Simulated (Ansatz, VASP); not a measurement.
## Si in VASP and in Ansatz

```
Si
1.0
     3.87000    0.00000    0.00000
    -1.93500    3.35152    0.00000
     0.00000    0.00000    3.68000
Si
2
Direct
  0.33333 0.66667 0.94022
  0.66667 0.33333 0.05978
```

Alike in both runs: task single point; functional PBE; dispersion D3(BJ); k mesh 6 × 6 × 6; occupations gaussian, width 0.1 eV; no spin polarisation.

```csv
,VASP,Ansatz
version,VASP 6.6.1,Ansatz 0.2.0
potentials or method,"VASP PAW PBE potentials, release 64 (Si), cutoff 520 eV","scalar-relativistic, plane waves, PAW"
valence electrons in the cell,8,8
```

Ansatz gave:

```
gap on the k mesh at the Fermi level (eV)                     : none
pressure (GPa)                                                : -2.3
traceless stress, the component that is largest in VASP (GPa) : -2.58
rms of the force components (eV/Å)                            : 0.201
```

Question: Estimate VASP's values.

Answer: gap on the k mesh at the Fermi level (eV): none; pressure (GPa): -2.4; traceless stress, the component that is largest in VASP (GPa): -2.55; rms of the force components (eV/Å): 0.197.

Atom by atom the forces differ by 0.003 eV/Å (rms over components). A gap of «none» marks a metal or a gap that the smearing closes.
